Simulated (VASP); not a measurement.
# HRh16 (a cell with a defect) in VASP: a series of runs

The runs below take HRh16 (a cell with a defect) through single point, with PBE.

Program: VASP 6.6.1. These are calculated values, not measurements. Logs are shortened: lines on timing, memory, paths and dates and some standing lists are left out, and cuts for length are marked.

### 1 The cell of the first run

The cell holds a defect, 17 atoms: a = 6.633 Å, b = 6.633 Å, c = 6.633 Å, α = 109.47°, β = 109.47°, γ = 109.47°.

### 2 Single point, PBE

File INCAR:

```
SYSTEM = HRh16
PREC = Accurate
ENCUT = 520
EDIFF = 1E-6
ISMEAR = 1
SIGMA = 0.1
LREAL = Auto
LASPH = .True.
NELM = 80
ALGO = Normal
ISIF = 2
LWAVE = .False.
LCHARG = .False.
GGA = PE
NBANDS = 134
```

File KPOINTS:

```
regular mesh
0
Gamma
  3 3 3
  0 0 0
```

File POSCAR:

```
HRh16
1.0
   -3.8296348800      3.8296348800      3.8296348800
    3.8296348800     -3.8296348800      3.8296348800
    3.8296348800      3.8296348800     -3.8296348800
Rh H
16 1
Direct
   -0.0019892236      0.0047695147      0.0046556658
   -0.0019932710      0.2501043912      0.7500365152
   -0.0018855583      0.4956212693      0.4953904378
   -0.0019052730      0.7502616020      0.2500754067
    0.2525447021      0.0047522807      0.7500369069
    0.2480663379      0.2501660158      0.5000437535
    0.2480705158      0.5001411518      0.2500532113
    0.2526692571      0.7501800015      0.0046807334
    0.4980444768      0.0001515810      0.5000275640
    0.4980871701      0.2501815526      0.2499875393
    0.4979832438      0.5000919304      0.0000116199
    0.4979854633      0.7501282994      0.7500124921
    0.7480291437      0.0001759959      0.2500378052
    0.7479645161      0.2500875488      0.0000459574
    0.7434196964      0.4955174735      0.7500780335
    0.7434545562      0.7502420179      0.4954168111
    0.9971398370      0.7486213673      0.7499889911
```

Potentials or basis: VASP PAW PBE potentials, release 64 (Rh_pv, H).

Command:

```bash
$ cat potpaw_PBE.64/Rh_pv/POTCAR potpaw_PBE.64/H/POTCAR > POTCAR
$ mpirun -np 1 vasp_std > vasp.out
```

OUTCAR:

```text
SYSTEM = HRh16
   PREC = Accurate
   ENCUT = 520
   EDIFF = 1E-6
   ISMEAR = 1
   LREAL = Auto
   LASPH = .True.
   NELM = 80
   ISIF = 2
   GGA = PE

 ion  position               nearest neighbor table
   1  0.998  0.005  0.005-  17 1.95  13 2.68  14 2.68   7 2.68   6 2.68   4 2.71   2 2.71  12 2.71
                            10 2.71   5 2.76  16 2.76   8 2.76  15 2.76
   2  0.998  0.250  0.750-  16 2.71   5 2.71   9 2.71  11 2.71   1 2.71  13 2.71   7 2.71  15 2.71
                            14 2.71   6 2.71   8 2.71   3 2.71
   3  0.998  0.496  0.495-  17 1.95   7 2.68  14 2.68   6 2.68  13 2.68  12 2.71   4 2.71  10 2.71
                             2 2.71   5 2.76  16 2.76   8 2.76  15 2.76
   4  0.998  0.750  0.250-   6 2.71   9 2.71   1 2.71  13 2.71   3 2.71   5 2.71   8 2.71  16 2.71
                            15 2.71   7 2.71  11 2.71  14 2.71
   5  0.253  0.005  0.750-  17 1.96  11 2.68   6 2.68  14 2.68   9 2.68   2 2.71  10 2.71   4 2.71
                            12 2.71  16 2.76   3 2.76   1 2.76   8 2.76
   6  0.248  0.250  0.500-  15 2.68   1 2.68   5 2.68   3 2.68   4 2.71  12 2.71   7 2.71  11 2.71
                             9 2.71  13 2.71   2 2.71  10 2.71
   7  0.248  0.500  0.250-   3 2.68   1 2.68  16 2.68   8 2.68  11 2.71  12 2.71   6 2.71  10 2.71
                             9 2.71   2 2.71   4 2.71  14 2.71
   8  0.253  0.750  0.005-  17 1.95   9 2.68  13 2.68  11 2.68   7 2.68   4 2.71  12 2.71  10 2.71
                             2 2.71   5 2.76   1 2.76  15 2.76   3 2.76
   9  0.498  0.000  0.500-  16 2.68   8 2.68  15 2.68   5 2.68   4 2.71   2 2.71  13 2.71   6 2.71
                            12 2.71   7 2.71  14 2.71  10 2.71
  10  0.498  0.250  0.250-  14 2.71  11 2.71  13 2.71   7 2.71   5 2.71   8 2.71   3 2.71   9 2.71
                             6 2.71  16 2.71   1 2.71  15 2.71
  11  0.498  0.500  0.000-   5 2.68  15 2.68   8 2.68  16 2.68  10 2.71   7 2.71   6 2.71   2 2.71
                            14 2.71  12 2.71  13 2.71   4 2.71
  12  0.498  0.750  0.750-   3 2.71  14 2.71   7 2.71   6 2.71   9 2.71  13 2.71   8 2.71  11 2.71
                             1 2.71  15 2.71   5 2.71  16 2.71
  13  0.748  0.000  0.250-  16 2.68   8 2.68   1 2.68   3 2.68  14 2.71  10 2.71   9 2.71   4 2.71
                             2 2.71  12 2.71   6 2.71  11 2.71
  14  0.748  0.250  0.000-   3 2.68   1 2.68  15 2.68   5 2.68  10 2.71  13 2.71  12 2.71  11 2.71
                             9 2.71   2 2.71   7 2.71   4 2.71
  15  0.743  0.496  0.750-  17 1.94   6 2.68   9 2.68  11 2.68  14 2.68   4 2.71   2 2.71  12 2.71
                            10 2.71   8 2.76   1 2.76   3 2.76  16 2.76
  16  0.743  0.750  0.495-  17 1.95  13 2.68   9 2.68   7 2.68  11 2.68   2 2.71   4 2.71  10 2.71
                            12 2.71   5 2.76   1 2.76   3 2.76  15 2.76
  17  0.997  0.749  0.750-  15 1.94   3 1.95   8 1.95  16 1.95   1 1.95   5 1.96

  LATTYP: Found a body centered cubic cell.
 ALAT       =     7.6592697600

  Lattice vectors:

 A1 = (  -3.8296348800,   3.8296348800,   3.8296348800)
 A2 = (   3.8296348800,  -3.8296348800,   3.8296348800)
 A3 = (   3.8296348800,   3.8296348800,  -3.8296348800)

[... 162 lines left out ...]
   IALGO  =     38    algorithm
   IMIX   =      4    mixing-type and parameters
     AMIX     =   0.40;   BMIX     =  1.00
     AMIX_MAG =   1.60;   BMIX_MAG =  1.00
  volume/ion in A,a.u.               =      13.22        89.18
  Fermi-wavevector in a.u.,A,eV,Ry     =   1.675855  3.166907 38.211833  2.808490
  Thomas-Fermi vector in A             =   2.760401
   LORBIT       =      0    0 simple, 1 ext, 2 COOP (PROOUT), +10 PAW based schemes
   GGA     = PE    functional components
   LHFCALC =     F    Hartree Fock is set to
   AEXX    =    0.0000 exact exchange contribution
   IVDW    =     0    specifies the selected vdW correction
   LEPSILON=     F    determine dielectric tensor
   LRPA    =     F    only Hartree local field effects (RPA)
 non-spin polarized calculation
 Methfessel and Paxton  Order N= 1 SIGMA  =   0.10
  energy-cutoff  :      520.00
  volume of cell :      224.66
 maximum number of plane-waves:      6056
 NGX is ok and might be reduce to    50
   NGX = 25   NGY = 25   NGZ = 25

 number of electron     241.0000019 magnetization

 Free energy of the ion-electron system (eV)
  ---------------------------------------------------
  ext. energy  EPLUGINS =         0.00000000
  ---------------------------------------------------
  free energy    TOTEN  =      -119.48603858 eV

  energy without entropy =     -119.46533839  energy(sigma->0) =     -119.47913852

 E-fermi :  11.6626     XC(G=0): -13.9415

 val. band max:       11.6622097513   @ k =   0.0000   0.3333   0.0000
 cond. band min:      11.6737373258   @ k =   0.3333   0.3333  -0.3333
 fundamental gap:      0.0115275745
 Fermi energy:        11.6625596231

 k-point     1 :       0.0000    0.0000    0.0000
  band No.  band energies     occupation
      1     -35.3851      2.00000
      2     -35.3850      2.00000
      3     -35.3850      2.00000
      4     -35.2765      2.00000
      5     -35.2764      2.00000
      6     -35.2526      2.00000
[... 1879 lines left out ...]
    131      12.1347     -0.00000
    132      12.1614     -0.00000
 [bands above 132 left out]

------------------------ aborting loop because EDIFF is reached ----------------------------------------

  FORCE on cell =-STRESS in cart. coord.  units (eV):
  Direction    XX          YY          ZZ          XY          YZ          ZX
  --------------------------------------------------------------------------------------
  -------------------------------------------------------------------------------------
  Total        3.6347174      3.6364668      3.6347417     -0.0026366     -0.0009764     -0.0038719
  in kB       25.9208433     25.9333192     25.9210172     -0.0188025     -0.0069634     -0.0276124
  external PRESSURE =      25.9250599 kB  Pullay stress =       0.0000000 kB

 VOLUME and BASIS-vectors are now :
 -----------------------------------------------------------------------------
  energy-cutoff  :      520.00
  volume of cell :      224.66
      direct lattice vectors                 reciprocal lattice vectors
    -3.829634880  3.829634880  3.829634880     0.000000000  0.130560749  0.130560749
     3.829634880 -3.829634880  3.829634880     0.130560749  0.000000000  0.130560749
     3.829634880  3.829634880 -3.829634880     0.130560749  0.130560749  0.000000000

 POSITION                                       TOTAL-FORCE (eV/Angst)
 -----------------------------------------------------------------------------------
     -3.78592      3.82158      3.82245         0.002539      0.000235      0.003883
      0.00817      5.73656      1.90744         0.001728      0.000564      0.002487
     -0.02720      3.82153      3.82330        -0.007182      0.001332     -0.002949
      0.00859      1.90681      5.73787        -0.000816      0.001863     -0.004690
      1.92341      3.82132     -1.88701        -0.003124      0.000824      0.004339
      1.92303      1.90694     -0.00694        -0.000428     -0.000153     -0.001375
[... 9 lines left out ...]
      1.92326      1.87127      3.82305        -0.000907     -0.003752     -0.002569
      1.92045      3.82392      3.81344         0.002850     -0.002733      0.011408
 -----------------------------------------------------------------------------------
    total drift:                                0.009050     -0.004306     -0.002523

  FREE ENERGIE OF THE ION-ELECTRON SYSTEM (eV)
  ---------------------------------------------------
  free  energy   TOTEN  =      -119.4860385850 eV

  energy  without entropy=     -119.4653383917  energy(sigma->0) =     -119.47913852
```

Run time: 20 min. Hardware: 1 thread of Intel Xeon Platinum 8259CL at 2.50GHz (Skylake/Cascade Lake), shared host; peak memory 0.5 GiB.

Results:

- Free energy: -119.4860 eV
- Pressure: 2.6 GPa
- Largest force: 0.015 eV/Å
- Band gap on the k mesh: zero (an odd number of electrons rules out a gap without spin polarisation)

Forces on the atoms (eV/Å):
```
Rh   0.003  0.000  0.004
Rh   0.002  0.001  0.002
Rh  -0.007  0.001 -0.003
Rh  -0.001  0.002 -0.005
Rh  -0.003  0.001  0.004
Rh   0.000  0.000 -0.001
Rh   0.000 -0.004  0.000
Rh  -0.001  0.009  0.002
Rh   0.003 -0.001 -0.002
Rh   0.004  0.001 -0.005
Rh   0.002 -0.001  0.003
Rh   0.002  0.002  0.002
Rh  -0.002  0.000 -0.001
Rh  -0.002  0.000  0.005
Rh   0.000 -0.004 -0.014
Rh  -0.001 -0.004 -0.003
H    0.003 -0.003  0.011
```

Caveat: the k points lie up to 0.39 Å⁻¹ apart, too coarse for converged energies and pressures of a metal.

### 3 Single point, PBE

File INCAR:

```
SYSTEM = HRh16
PREC     = Accurate       ! precision mode
ENCUT    = 520            ! plane-wave cutoff, eV
EDIFF    = 1E-6           ! SCF threshold, eV
ISMEAR   = 1              ! smearing method
SIGMA    = 0.1            ! smearing width, eV
LREAL    = Auto         
LASPH    = .TRUE.         ! aspherical terms in the spheres
NELM     = 80             ! most SCF steps
ALGO     = Normal         ! electronic algorithm
ISIF     = 2              ! what is computed and relaxed
LWAVE    = .FALSE.        ! write WAVECAR
LCHARG   = .FALSE.        ! write CHGCAR
GGA      = PE             ! functional
NBANDS   = 134            ! bands
```

File KPOINTS:

```
regular mesh
0
G
  3 3 3
  0 0 0
```

File POSCAR:

```
HRh16
1.0
   -3.8296348800      3.8296348800      3.8296348800
    3.8296348800     -3.8296348800      3.8296348800
    3.8296348800      3.8296348800     -3.8296348800
Rh H
16 1
Direct
   -0.0008120874      0.0007260332      0.0006114759
   -0.0008107575      0.2507247165      0.7506203026
   -0.0008062301      0.5007372639      0.5006207108
   -0.0008121683      0.7507266557      0.2506195273
    0.2491842162      0.0007197144      0.7506111496
    0.2445338581      0.2460713088      0.5006227091
    0.2445726631      0.5007438659      0.2459917469
    0.2491958229      0.7507280130      0.0006181108
    0.4991991942      0.0007283474      0.5006202021
    0.4992044107      0.2460995273      0.2459777267
    0.4991961443      0.5007314083      0.0006232729
    0.4992040564      0.7553664311      0.7552463972
    0.7491852630      0.0007238134      0.2506152913
    0.7491953087      0.2507300826      0.0006185952
    0.7538428721      0.5007402862      0.7552578798
    0.7537988448      0.7553349088      0.5006196640
    0.4988441541      0.5003282668      0.5005348903
```

Potentials or basis: VASP PAW PBE potentials, release 64 (Rh_pv, H).

Command:

```bash
$ cat potpaw_PBE.64/Rh_pv/POTCAR potpaw_PBE.64/H/POTCAR > POTCAR
$ mpirun -np 1 vasp_std > vasp.out
```

Wall time 20 min (1 thread of AMD EPYC 7R13 (Zen 3), shared host); peak memory 0.46 GiB.

It converged, with:

* Free energy: -119.4865 eV
* Pressure: 2.6 GPa
* Largest force: 0.009 eV/Å
* Band gap on the k mesh: zero (an odd number of electrons rules out a gap without spin polarisation)

Forces in eV/Å, atoms in the order of the input:
```
Rh   0.002  0.000  0.000
Rh   0.001  0.001  0.001
Rh   0.002  0.000 -0.001
Rh   0.001  0.001  0.001
Rh  -0.001  0.000  0.000
Rh   0.000  0.000 -0.009
Rh  -0.001 -0.009  0.000
Rh  -0.001  0.000  0.000
Rh   0.002  0.000  0.000
Rh  -0.009  0.000  0.000
Rh   0.002  0.000  0.000
Rh   0.009  0.000 -0.001
Rh  -0.001  0.000  0.000
Rh  -0.001  0.000  0.000
Rh  -0.001  0.007  0.000
Rh  -0.001  0.000  0.007
H    0.000  0.000  0.003
```

Levels at points of the mesh, in eV from the Fermi level:
```
           k point  band 118  band 119  band 120  band 121  band 122  band 123
(0.00, 0.00, 0.00)     -1.03     -1.03     -1.03      0.43      0.43      0.46
```

Caveat: the k points lie up to 0.39 Å⁻¹ apart, too coarse for converged energies and pressures of a metal.
